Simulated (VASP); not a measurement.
# ZrC (P6_3/mmc) in VASP: further runs

Aim: see how the results for ZrC move with the level of theory and the settings. Levels: BLYP, LDA, PBE. Tasks: single point.

Everything below comes from runs of VASP 6.6.1. Logs are shortened: lines on timing, memory, paths and dates and some standing lists are left out, and cuts for length are marked.

## (1) The cell of the first run

It takes space group P6_3/mmc (No. 194, hexagonal). The conventional cell has a = 3.391 Å, b = 3.391 Å, c = 5.290 Å, α = 90.00°, β = 90.00°, γ = 120.00°. Zr (site symmetry -6m2) has 6 C at 2.36 Å within 3.1 Å. C (site symmetry -3m) has 6 Zr at 2.36 Å and 2 C at 2.65 Å within 3.1 Å.

## (2) Single point, BLYP

INCAR reads:

```
PREC = Accurate
ENCUT = 520
EDIFF = 1E-7
ISMEAR = -1
SIGMA = 0.05
LREAL = F
LASPH = T
NELM = 80
ALGO = Normal
ISIF = 2
LWAVE = F
LCHARG = T
GGA = B5
ALDAX = 1.0
AGGAX = 1.0
AGGAC = 1.0
ALDAC = 0.0
LELF = T
LVHAR = T
NBANDS = 24
```

KPOINTS reads:

```
regular mesh
0
Gamma
  7 7 4
```

POSCAR reads:

```
ZrC
1.0
    3.3914762718      0.0000000000      0.0000000000
   -1.6957381359      2.9371046077      0.0000000000
    0.0000000000      0.0000000000      5.2900530000
Zr C
2 2
Direct
    0.6666666667      0.3333333333      0.7500000000
    0.3333333333      0.6666666667      0.2500000000
    0.0000000000      0.0000000000      0.5000000000
    0.0000000000      0.0000000000      0.0000000000
```

Potentials or basis: VASP PAW PBE potentials, release 64 (Zr_sv, C).

On the command line:

```sh
$ cat potpaw_PBE.64/Zr_sv/POTCAR potpaw_PBE.64/C/POTCAR > POTCAR
$ mpirun -np 1 vasp_std > vasp.out
```

OUTCAR:

```text
PREC = Accurate
   ENCUT = 520
   EDIFF = 1E-7
   ISMEAR = -1
   LREAL = F
   LASPH = T
   NELM = 80
   ISIF = 2
   GGA = B5

 ion  position               nearest neighbor table
   1  0.667  0.333  0.750-   3 2.36   4 2.36   3 2.36   4 2.36   3 2.36   4 2.36   2 3.29   2 3.29
                             2 3.29   2 3.29   2 3.29   2 3.29
   2  0.333  0.667  0.250-   3 2.36   4 2.36   3 2.36   4 2.36   3 2.36   4 2.36   1 3.29   1 3.29
                             1 3.29   1 3.29   1 3.29   1 3.29
   3  0.000  0.000  0.500-   1 2.36   2 2.36   2 2.36   1 2.36   1 2.36   2 2.36
   4  0.000  0.000  0.000-   1 2.36   2 2.36   2 2.36   1 2.36   1 2.36   2 2.36

  LATTYP: Found a hexagonal cell.
 ALAT       =     3.3914762718
 C/A-ratio  =     1.5598083478

  Lattice vectors:

 A1 = (   3.3914762718,   0.0000000000,   0.0000000000)
 A2 = (  -1.6957381359,   2.9371046077,   0.0000000000)
 A3 = (   0.0000000000,   0.0000000000,   5.2900530000)

Analysis of symmetry for initial positions (statically):
=====================================================================
 Subroutine PRICEL returns:
 Original cell was already a primitive cell.

 Routine SETGRP: Setting up the symmetry group for a
 hexagonal supercell.

 Subroutine GETGRP returns: Found 24 space group operations
 (whereof 12 operations were pure point group operations)
 out of a pool of 24 trial point group operations.

The static configuration has the point symmetry D_3d.
 The point group associated with its full space group is D_6h.

Analysis of symmetry for dynamics (positions and initial velocities):
=====================================================================
 Subroutine PRICEL returns:
 Original cell was already a primitive cell.

 Routine SETGRP: Setting up the symmetry group for a
 hexagonal supercell.

 Subroutine GETGRP returns: Found 24 space group operations
 (whereof 12 operations were pure point group operations)
 out of a pool of 24 trial point group operations.

The dynamic configuration has the point symmetry D_3d.
 The point group associated with its full space group is D_6h.

 Subroutine INISYM returns: Found 24 space group operations
 (whereof 12 operations are pure point group operations),
 and found     1 'primitive' translations

----------------------------------------------------------------------------------------

                                     Primitive cell

  volume of cell :      52.6949

  direct lattice vectors                    reciprocal lattice vectors
     3.391476272  0.000000000  0.000000000     0.294856847  0.170235680  0.000000000
    -1.695738136  2.937104608  0.000000000     0.000000000  0.340471360  0.000000000
     0.000000000  0.000000000  5.290053000     0.000000000  0.000000000  0.189034023

  length of vectors
     3.391476272  3.391476272  5.290053000     0.340471360  0.340471360  0.189034023

  position of ions in fractional coordinates (direct lattice)
     0.666666667  0.333333333  0.750000000
     0.333333333  0.666666667  0.250000000
     0.000000000  0.000000000  0.500000000
     0.000000000  0.000000000  0.000000000

  ion indices of the primitive-cell ions
   primitive index   ion index
                 1           1
                 2           2
                 3           3
                 4           4

----------------------------------------------------------------------------------------

 KPOINTS: regular mesh

Automatic generation of k-mesh.
 Grid dimensions read from file:
 generate k-points for:    7    7    4

 Generating k-lattice:

  Cartesian coordinates                     Fractional coordinates (reciprocal lattice)
     0.042122407  0.024319383  0.000000000     0.142857143 -0.000000000  0.000000000
     0.000000000  0.048638766  0.000000000     0.000000000  0.142857143  0.000000000
     0.000000000  0.000000000  0.047258506     0.000000000  0.000000000  0.250000000

  Length of vectors
     0.048638766  0.048638766  0.047258506

  Shift w.r.t. Gamma in fractional coordinates (k-lattice)
     0.000000000  0.000000000  0.000000000

 Subroutine IBZKPT returns following result:
 ===========================================

 Found     24 irreducible k-points:

 Following reciprocal coordinates:
            Coordinates               Weight
  0.000000  0.000000  0.000000      1.000000
  0.142857 -0.000000  0.000000      6.000000
  0.285714 -0.000000  0.000000      6.000000
  0.428571 -0.000000  0.000000      6.000000
  0.142857  0.142857  0.000000      6.000000
  0.285714  0.142857  0.000000     12.000000
[... 16 lines left out ...]
  0.428571  0.142857  0.500000      6.000000
  0.285714  0.285714  0.500000      6.000000
   k-points           NKPTS =     24   k-points in BZ     NKDIM =     24   number of bands    NBANDS=     24
   number of dos      NEDOS =    301   number of ions     NIONS =      4
   total plane-waves  NPLWV =  31360
   dimension x,y,z NGX =    28 NGY =   28 NGZ =   40
   dimension x,y,z NGXF=    56 NGYF=   56 NGZF=   80
   ions per type =               2   2
   NGX,Y,Z   is equivalent  to a cutoff of  13.73, 13.73, 12.57 a.u.
   NGXF,Y,Z  is equivalent  to a cutoff of  27.45, 27.45, 25.14 a.u.
 SYSTEM =  unknown system
   PREC   = accura    normal or accurate (medium, high low for compatibility)
   ISTART =      0    job   : 0-new  1-cont  2-samecut
   ICHARG =      2    charge: 1-file 2-atom 10-const
   ISPIN  =      1    spin polarized calculation?
   LNONCOLLINEAR =      F non collinear calculations
   LSORBIT =      F    spin-orbit coupling
   LASPH  =      T    aspherical Exc in radial PAW
   ENCUT  =  520.0 eV  38.22 Ry    6.18 a.u.   6.31  6.31  9.84*2*pi/ulx,y,z
   NELM   =     80;   NELMIN=  2; NELMDL= -5     # of ELM steps
   EDIFF  = 0.1E-06   stopping-criterion for ELM
   LREAL  =      F    real-space projection
   EDIFFG = 0.1E-05   stopping-criterion for IOM
   NSW    =      0    number of steps for IOM
   IBRION =     -1    ionic relax: 0-MD 1-quasi-New 2-CG
   NFREE  =      0    steps in history (QN), initial steepest desc. (CG)
   ISIF   =      2    stress and relaxation
   ISYM   =      2    0-nonsym 1-usesym 2-fastsym
   POTIM  = 0.5000    time-step for ionic-motion
   TEBEG  =    0.0;   TEEND  =   0.0 temperature during run
   PSTRESS=    0.0 pullay stress
   NELECT =      32.0000    total number of electrons
   NUPDOWN=      -1.0000    fix difference up-down
   EMIN   =  10.00;   EMAX   =-10.00  energy-range for DOS
   EFERMI =   0.00;   METHOD = LEGACY
   ISMEAR =    -1;   SIGMA  =   0.05  broadening in eV -4-tet -1-fermi 0-gaus
   EFERMI_NEDOS =   21; number of points for ismear=-14 and -15
   IALGO  =     38    algorithm
   IMIX   =      4    mixing-type and parameters
     AMIX     =   0.40;   BMIX     =  1.00
     AMIX_MAG =   1.60;   BMIX_MAG =  1.00
  volume/ion in A,a.u.               =      13.17        88.90
  Fermi-wavevector in a.u.,A,eV,Ry     =   1.386337  2.619797 26.149441  1.921930
  Thomas-Fermi vector in A             =   2.510662
   LORBIT       =      0    0 simple, 1 ext, 2 COOP (PROOUT), +10 PAW based schemes
   GGA     = B5    functional components
   LHFCALC =     F    Hartree Fock is set to
   AEXX    =    0.0000 exact exchange contribution
   IVDW    =     0    specifies the selected vdW correction
   LEPSILON=     F    determine dielectric tensor
   LRPA    =     F    only Hartree local field effects (RPA)
 non-spin polarized calculation
  energy-cutoff  :      520.00
  volume of cell :       52.69
 maximum number of plane-waves:      1435
 NGX is ok and might be reduce to    28
   NGX = 13   NGY = 13   NGZ = 19

 number of electron      32.0000001 magnetization

 Free energy of the ion-electron system (eV)
  ---------------------------------------------------
  ext. energy  EPLUGINS =         0.00000000
  ---------------------------------------------------
  free energy    TOTEN  =       -34.61301722 eV

  energy without entropy =      -34.60925038  energy(sigma->0) =      -34.61113380

 E-fermi :  10.3023     XC(G=0): -11.4012

 val. band max:       10.1558212030   @ k =   0.1429   0.1429   0.2500
 cond. band min:      10.3739106207   @ k =   0.1429  -0.0000   0.0000
 fundamental gap:      0.2180894177
 Fermi energy:        10.3023344783

 k-point     1 :       0.0000    0.0000    0.0000
  band No.  band energies     occupation
      1     -38.1477      2.00000
      2     -38.0359      2.00000
      3     -16.7507      2.00000
      4     -16.0828      2.00000
      5     -16.0828      2.00000
      6     -15.9871      2.00000
[... 16 lines left out ...]
     23      14.8080      0.00000
     24      17.4712      0.00000

 k-point     2 :       0.1429   -0.0000    0.0000
  band No.  band energies     occupation
      1     -38.1329      2.00000
      2     -38.0309      2.00000
      3     -16.6952      2.00000
      4     -16.1931      2.00000
      5     -16.1235      2.00000
      6     -16.0862      2.00000
[... 16 lines left out ...]
     23      15.6872      0.00000
     24      16.6981      0.00000

 k-point     3 :       0.2857   -0.0000    0.0000
  band No.  band energies     occupation
      1     -38.0974      2.00000
      2     -38.0218      2.00000
      3     -16.5520      2.00000
      4     -16.4433      2.00000
      5     -16.2909      2.00000
      6     -16.2022      2.00000
[... 16 lines left out ...]
     23      16.0024      0.00000
     24      16.1610      0.00000

 k-point     4 :       0.4286   -0.0000    0.0000
  band No.  band energies     occupation
      1     -38.0634      2.00000
      2     -38.0198      2.00000
      3     -16.6397      2.00000
      4     -16.4451      2.00000
      5     -16.3941      2.00000
      6     -16.2594      2.00000
[... 16 lines left out ...]
     23      15.1693      0.00000
     24      15.8389      0.00000

 k-point     5 :       0.1429    0.1429    0.0000
  band No.  band energies     occupation
      1     -38.1077      2.00000
      2     -38.0239      2.00000
      3     -16.5954      2.00000
      4     -16.3234      2.00000
      5     -16.3091      2.00000
      6     -16.1267      2.00000
[... 16 lines left out ...]
     23      15.7190      0.00000
     24      15.8425      0.00000

 k-point     6 :       0.2857    0.1429    0.0000
  band No.  band energies     occupation
      1     -38.0719      2.00000
      2     -38.0193      2.00000
      3     -16.5495      2.00000
      4     -16.4379      2.00000
      5     -16.4089      2.00000
      6     -16.2425      2.00000
[... 16 lines left out ...]
     23      15.6936      0.00000
     24      16.1175      0.00000
[... 379 lines left out ...]
 k-point    21 :       0.1429    0.1429    0.5000
  band No.  band energies     occupation
      1     -38.0660      2.00000
      2     -38.0660      2.00000
      3     -16.4598      2.00000
      4     -16.4598      2.00000
      5     -16.1458      2.00000
      6     -16.1458      2.00000
[... 16 lines left out ...]
     23      16.5648      0.00000
     24      16.5649      0.00000

 k-point    22 :       0.2857    0.1429    0.5000
  band No.  band energies     occupation
      1     -38.0457      2.00000
      2     -38.0457      2.00000
      3     -16.5904      2.00000
      4     -16.5904      2.00000
      5     -16.2292      2.00000
      6     -16.2292      2.00000
[... 16 lines left out ...]
     23      16.5614      0.00000
     24      16.5614      0.00000

 k-point    23 :       0.4286    0.1429    0.5000
  band No.  band energies     occupation
      1     -38.0366      2.00000
      2     -38.0366      2.00000
      3     -16.6515      2.00000
      4     -16.6515      2.00000
      5     -16.2664      2.00000
      6     -16.2664      2.00000
[... 16 lines left out ...]
     23      16.9262      0.00000
     24      16.9262      0.00000

 k-point    24 :       0.2857    0.2857    0.5000
  band No.  band energies     occupation
      1     -38.0343      2.00000
      2     -38.0343      2.00000
      3     -16.5795      2.00000
      4     -16.5795      2.00000
      5     -16.3854      2.00000
      6     -16.3854      2.00000
[... 16 lines left out ...]
     23      16.6943      0.00000
     24      16.6943      0.00000

------------------------ aborting loop because EDIFF is reached ----------------------------------------

  FORCE on cell =-STRESS in cart. coord.  units (eV):
  Direction    XX          YY          ZZ          XY          YZ          ZX
  --------------------------------------------------------------------------------------
  -------------------------------------------------------------------------------------
  Total        1.1518589      1.1518589      3.1166263      0.0000000     -0.0000000      0.0000000
  in kB       35.0220559     35.0220559     94.7604442      0.0000000     -0.0000000      0.0000000
  external PRESSURE =      54.9348520 kB  Pullay stress =       0.0000000 kB

 VOLUME and BASIS-vectors are now :
 -----------------------------------------------------------------------------
  energy-cutoff  :      520.00
  volume of cell :       52.69
      direct lattice vectors                 reciprocal lattice vectors
     3.391476272  0.000000000  0.000000000     0.294856847  0.170235680  0.000000000
    -1.695738136  2.937104608  0.000000000     0.000000000  0.340471360  0.000000000
     0.000000000  0.000000000  5.290053000     0.000000000  0.000000000  0.189034023

 POSITION                                       TOTAL-FORCE (eV/Angst)
 -----------------------------------------------------------------------------------
      1.69574      0.97903      3.96754         0.000000      0.000000      0.000000
     -0.00000      1.95807      1.32251        -0.000000      0.000000      0.000000
      0.00000      0.00000      2.64503        -0.000000      0.000000      0.000000
      0.00000      0.00000      0.00000        -0.000000      0.000000      0.000000
 -----------------------------------------------------------------------------------
    total drift:                               -0.000000      0.000000     -0.000000

  FREE ENERGIE OF THE ION-ELECTRON SYSTEM (eV)
  ---------------------------------------------------
  free  energy   TOTEN  =       -34.6130172246 eV

  energy  without entropy=      -34.6092503765  energy(sigma->0) =      -34.61113380
```

Run time: 83 s. Hardware: 1 thread of Intel Xeon 8259CL, shared host; peak memory 0.18 GiB.

Results:

* Free energy: -34.6130 eV
* Pressure: 5.5 GPa
* Band gap on the k mesh: zero (bands 16 and 17 overlap by 1.11 eV)

Stress tensor (GPa, compression positive):
```
3.50 0.00 0.00
0.00 3.50 0.00
0.00 0.00 9.48
```

Levels at points of the mesh, in eV from the Fermi level:
```csv
k point,band 14,band 15,band 16,band 17,band 18,band 19
"(0.00, 0.00, 0.00)",-1.20,-1.20,0.96,1.19,1.19,1.58
"(0.00, 0.00, 0.50)",-2.48,-2.48,-2.48,3.26,3.26,3.26
```

Caveat: the cell stands under pressure; the PAW data sets were made with another functional, which shifts forces and pressure a little.

[end of part 1 of 2]
